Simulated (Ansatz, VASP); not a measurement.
# Two plane-wave programs on MgBe2SO2

```xyz
6
Lattice="4.3510 0.0000 0.0000 0.0000 4.3510 0.0000 0.0000 0.0000 4.1421" Properties=species:S:1:pos:R:3 pbc="T T T"
Mg    2.1755    2.1755    2.0711
Be    0.0000    2.1755    0.0000
Be    2.1755    0.0000    0.0000
S     2.1755    2.1755    0.0000
O     0.0000    2.1755    2.0711
O     2.1755    0.0000    2.0711
```

Alike in both runs: functional PBE; k mesh 6 × 6 × 4; occupations gaussian, width 0.1 eV; collinear spin.

Ansatz relaxed the structure, and its values are those at the end. VASP's run is a single point on that final structure, the one shown.

```csv
,VASP,Ansatz
version,VASP 6.6.1,Ansatz 0.2.0
potentials or method,"VASP PAW PBE potentials, release 64 (Mg, Be, S, O), cutoff 520 eV","scalar-relativistic, plane waves, PAW"
valence electrons in the cell,24,32
```

VASP gave:

```
gap on the k mesh at the Fermi level (eV) : none
pressure (GPa)                            : 0.1
net moment per atom (μB)                  : 0.00
```

Which values does Ansatz return?

gap on the k mesh at the Fermi level (eV): none; pressure (GPa): 0.0; net moment per atom (μB): 0.00.

A gap of «none» marks a metal or a gap that the smearing closes. VASP's potentials hold 24 valence electrons a cell and Ansatz's 32, so a difference there can come from the potentials and not from the codes. Ansatz's warnings: seeded moment not kept.

The k mesh is coarse, so the values compare programs but aren't converged.
